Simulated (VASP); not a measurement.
Runs of VASP 6.6.1 on Sn. The structure is that of space group Fd-3m (No. 227), or close to it. The cells are those of the table. This isn't the form of Sn at room conditions, which is tetragonal (white tin).

| task | cell | gap on the mesh (eV) | pressure (GPa) | largest force (eV/Å) |
| --- | --- | --- | --- | --- |
| electric field gradients | a = 4.636 Å, angles 58.7°, 2 atoms | none | (a) | 0.29 |
| single point | a = 4.620 Å, angles 60.0°, 2 atoms | none | 0.1 | - |
| electric field gradients | a = 4.680 Å, angles 60.0°, 2 atoms | none | -1.4 | - |
| single point | a = 4.575 Å, angles 60.0°, 2 atoms | none | 1.4 | - |
| electric field gradients | a = 4.620 Å, angles 60.0°, 2 atoms | none | 0.1 | - |
| electric field gradients | a = 4.613 Å, angles 59.3°, 2 atoms | none | 0.9 | 0.15 |
| electric field gradients | a = 4.528 Å, angles 60.0°, 2 atoms | none | 3.0 | - |
| electric field gradients | a = 4.575 Å, angles 60.0°, 2 atoms | none | 1.4 | - |
| electric field gradients | a = 4.567 Å, angles 60.7°, 2 atoms | none | 0.9 | 0.17 |
| single point | a = 4.680 Å, angles 60.0°, 2 atoms | none | -1.4 | - |

Alike in all rows: level PBEsol; potentials or basis VASP PAW PBE potentials, release 64 (Sn_d); no spin polarisation; k mesh 11 × 11 × 11; cutoff (eV) 520; smearing fermi-dirac 0.05 eV.

**Question.** Fill in the values left out.

**Answer.** (a) 1.0.

Caveats: the PAW data sets were made with another functional, which shifts forces and pressure a little; spin-orbit coupling is left out, which moves the levels of the heavy elements.

A k mesh can miss the band edges, and the runs leave out spin-orbit coupling on Sn.

A gap of «none» marks levels without a gap at the run's occupations.
